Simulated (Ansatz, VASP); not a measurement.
Two plane-wave programs on BaTiO3

```xyz
5
Lattice="3.9698 0.0000 0.0000 0.0000 3.9698 0.0000 0.0000 0.0000 4.1358" Properties=species:S:1:pos:R:3 pbc="T T T"
Ba    0.0000    0.0000   -0.0315
Ti    1.9849    1.9849    1.9660
O     1.9849    1.9849    0.1473
O     1.9849    0.0000    2.1499
O     0.0000    1.9849    2.1499
```

Alike in both runs: functional PBE; dispersion D4; k mesh 4 × 4 × 4; no spin polarisation.

Ansatz relaxed the structure, and its values are those at the end. VASP's run is a single point on that final structure, the one shown.

```csv
,VASP,Ansatz
version,VASP 6.6.1,Ansatz 0.2.0
potentials or method,"VASP PAW PBE potentials, release 64 (Ba_sv, Ti_sv, O), cutoff 520 eV","plane waves, PAW"
occupations,"gaussian, width 0.01 eV",fixed
valence electrons in the cell,40,40
```

|  | VASP | Ansatz | Ansatz less VASP |
| --- | --- | --- | --- |
| pressure (GPa) | 1.7 | 0.0 | -1.71 |
| rms of the force components (eV/Å) | 0.031 | 0.001 | -0.0308 |

Neither program's run includes spin-orbit coupling.
